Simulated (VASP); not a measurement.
A run of VASP 6.6.1 is set up as follows.

File POSCAR:

```
Lu
1.0
    3.4700000000      0.0000000000      0.0000000000
   -1.7350000000      3.0051081511      0.0000000000
    0.0000000000      0.0000000000      5.6665100000
Lu
2
Direct
    0.3333333333      0.6666666667      0.2500000000
    0.6666666667      0.3333333333      0.7500000000
```

The input INCAR.step1:

```
PREC = Accurate
ENCUT = 600
ISMEAR = 0
SIGMA = 0.05
LREAL = F
LASPH = T
NELM = 60
GGA = PE
ALGO = Normal
EDIFF = 1E-4
LWAVE = T
LCHARG = F
```

INCAR.step2

```
PREC = Accurate
ENCUT = 600
EDIFF = 1E-7
ISMEAR = 0
SIGMA = 0.05
LREAL = F
LASPH = T
NELM = 60
ALGO = Normal
ISIF = 3
LWAVE = F
LCHARG = F
METAGGA = R2SCAN
LMIXTAU = T
IBRION = 2
NSW = 80
EDIFFG = -0.03
PSTRESS = 300.0
ISTART = 1
```

The input KPOINTS:

```
regular mesh
0
Gamma
  6 6 3
```

Potentials or basis: VASP PAW PBE potentials, release 64 (Lu).

Run with:

```bash
$ cat potpaw_PBE.64/Lu/POTCAR > POTCAR
$ cp INCAR.step1 INCAR
$ mpirun -np 1 vasp_std > vasp.out
$ cp INCAR.step2 INCAR
$ mpirun -np 1 vasp_std > vasp.out
```

Estimate the relaxed volume.

20.15 Å³/atom.

Estimate the band gap on the k mesh.

zero (bands 25 and 26 overlap by 3.14 eV).

Final structure:
```cif
data_structure
_symmetry_space_group_name_H-M 'P 1'
_symmetry_Int_Tables_number 1
_cell_length_a 3.1113
_cell_length_b 3.1113
_cell_length_c 4.8065
_cell_angle_alpha 90.000
_cell_angle_beta 90.000
_cell_angle_gamma 120.000
_cell_volume 40.30
loop_
_atom_site_label
_atom_site_type_symbol
_atom_site_fract_x
_atom_site_fract_y
_atom_site_fract_z
_atom_site_occupancy
Lu1 Lu 0.33333 0.66667 0.25000 1
Lu2 Lu 0.66667 0.33333 0.75000 1
```

Caveat: the k points lie up to 0.44 Å⁻¹ apart in the final cell, too coarse for converged energies and pressures of a metal; the cell is relaxed towards a set pressure, so the run minimises the enthalpy, not the energy; the volume moved by over 15 % at a fixed basis, so the end points are rough; the PAW data sets were made with another functional, which shifts forces and pressure a little; spin-orbit coupling is left out, which moves the levels of the heavy elements.
